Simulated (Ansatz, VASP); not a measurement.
**One calculation of Ge, two programs**

```
Ge
1.0
     3.13344    0.00000    0.00000
    -1.56672    2.71364    0.00000
     0.00000    0.00000    5.15649
Ge
2
Direct
  0.00000 0.00000 0.73494
  0.00000 0.00000 0.26506
```

Alike in both runs: task single point; functional PBE; k mesh 6 × 6 × 4; occupations gaussian, width 0.1 eV; no spin polarisation.

|  | VASP | Ansatz |
| --- | --- | --- |
| version | VASP 6.6.1 | Ansatz 0.2.0 |
| potentials or method | VASP PAW PBE potentials, release 64 (Ge_d), cutoff 520 eV | scalar-relativistic, plane waves, PAW |
| valence electrons in the cell | 28 | 28 |

Ansatz gave:

- gap on the k mesh at the Fermi level (eV): none
- pressure (GPa): -4.0
- traceless stress, the component that is largest in VASP (GPa): 6.21
- rms of the force components (eV/Å): 0.711

Q: What did VASP give for the same quantities?

A: gap on the k mesh at the Fermi level (eV): none; pressure (GPa): -4.2; traceless stress, the component that is largest in VASP (GPa): 6.19; rms of the force components (eV/Å): 0.711.

Atom by atom the forces differ by 0.000 eV/Å (rms over components). A gap of «none» marks a metal or a gap that the smearing closes.

The k mesh is coarse, so the values compare programs but aren't converged.
